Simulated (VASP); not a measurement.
Here is a VASP 6.6.1 calculation.

The input POSCAR:

```
Al
1.0
    2.5312098163      0.0000000000      0.0000000000
   -1.2656049082      2.1920920033      0.0000000000
    0.0000000000      0.0000000000      4.8668500000
Al
2
Direct
    0.6666666667      0.3333333333      0.7500000000
    0.3333333333      0.6666666667      0.2500000000
```

Contents of INCAR.step1:

```
SYSTEM = Al
  ALGO = Normal
  EDIFF = 1E-4
  ENCUT = 520
  GGA = PE
  ISMEAR = 0
  LASPH = .TRUE.
  LCHARG = .FALSE.
  LREAL = .FALSE.
  LWAVE = .TRUE.
  NBANDS = 10
  NELM = 80
  PREC = Accurate
  SIGMA = 0.15
```

The input INCAR.step2:

```
SYSTEM = Al
  ALGO = Normal
  EDIFF = 1E-7
  ENCUT = 520
  ISIF = 2
  ISMEAR = 0
  ISTART = 1
  LASPH = .TRUE.
  LCHARG = .TRUE.
  LELF = .TRUE.
  LMIXTAU = .TRUE.
  LREAL = .FALSE.
  LVHAR = .TRUE.
  LWAVE = .FALSE.
  METAGGA = R2SCAN
  NBANDS = 10
  NELM = 80
  PREC = Accurate
  SIGMA = 0.15
```

Contents of KPOINTS:

```
k-points
0
G
  21 21 10
  0 0 0
```

Potentials or basis: VASP PAW PBE potentials, release 64 (Al).

The run is started by

```console
$ cat potpaw_PBE.64/Al/POTCAR > POTCAR
$ cp INCAR.step1 INCAR
$ mpirun -np 1 vasp_std > vasp.out
$ cp INCAR.step2 INCAR
$ mpirun -np 1 vasp_std > vasp.out
```

**Question.** Estimate the band gap on the k mesh.

**Answer.** Zero (band 3 reaches 13.62 eV, above the bottom of band 4 at 7.24 eV).

**Question.** Predict the pressure.

**Answer.** 26.8 GPa.

Stress tensor (GPa, compression positive):
```
37.49  0.00  0.00
 0.00 37.49  0.00
 0.00  0.00  5.54
```

Caveat: the cell differs from its parent crystal (strain -0.1000 x Voigt [1, 1, 0, 0, 0, 0]); the PAW data sets were made with another functional, which shifts forces and pressure a little.
